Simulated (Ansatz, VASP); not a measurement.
## Ag: VASP beside Ansatz

```
CELL_PARAMETERS angstrom
8.50000 0.00000 0.00000
0.00000 8.80000 0.00000
0.00000 0.00000 9.10000
ATOMIC_POSITIONS crystal
Ag 0.49399 0.50128 0.49851
```

Alike in both runs: task single point; functional PBE; k mesh 1 × 1 × 1; occupations fermi-dirac, width 0.1 eV; collinear spin.

|  | VASP | Ansatz |
| --- | --- | --- |
| version | VASP 6.6.1 | Ansatz 0.2 development build |
| potentials or method | VASP PAW PBE potentials, release 64 (Ag) | PAW hard, scalar-relativistic |
| plane-wave cutoff (eV) | 400 | 480 |

Ansatz gave:

* net moment per atom (μB): 0.95
* size of the moment on the site where the two differ most (μB): 0.94

Task: Which values does VASP return?

Result: net moment per atom (μB): 0.95; size of the moment on the site where the two differ most (μB): 0.32.

Site moments also hang on the region over which each program counts them.
